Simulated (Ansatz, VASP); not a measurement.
**Ge in VASP and in Ansatz**

```
Ge
1.0
     1.63442    0.94363    4.45464
    -1.63442    0.94363    4.45464
     0.00000   -1.88726    4.45464
Ge
2
Direct
  0.16400 0.16400 0.16400
  0.83600 0.83600 0.83600
```

Alike in both runs: task single point; functional PBEsol; k mesh 12 × 12 × 12; occupations gaussian, width 0.01 eV; no spin polarisation.

|  | VASP | Ansatz |
| --- | --- | --- |
| version | VASP 6.6.1 | Ansatz 0.2.0 |
| potentials or method | VASP PAW PBE potentials, release 64 (Ge_d), cutoff 520 eV | scalar-relativistic, plane waves, PAW |
| valence electrons in the cell | 28 | 28 |

|  | VASP | Ansatz | Ansatz less VASP |
| --- | --- | --- | --- |
| gap on the k mesh at the Fermi level (eV) | 0.23 | 0.25 | +0.024 |
| least direct gap on the mesh (eV) | 0.62 | 0.62 | -0.002 |
| pressure (GPa) | 101.8 | 96.2 | -5.59 |
| traceless stress, the component that is largest in VASP (GPa) | -102.42 | -96.99 | +5.431 |
| rms of the force components (eV/Å) | 0.682 | 0.643 | -0.0391 |

VASP's potentials were made for PBE, not for PBEsol. Atom by atom the forces differ by 0.039 eV/Å (rms over components). Both programs put the cell under a high pressure, so it lies far from rest at this level.

Noted on VASP's run: the cell as given lies far from equilibrium.
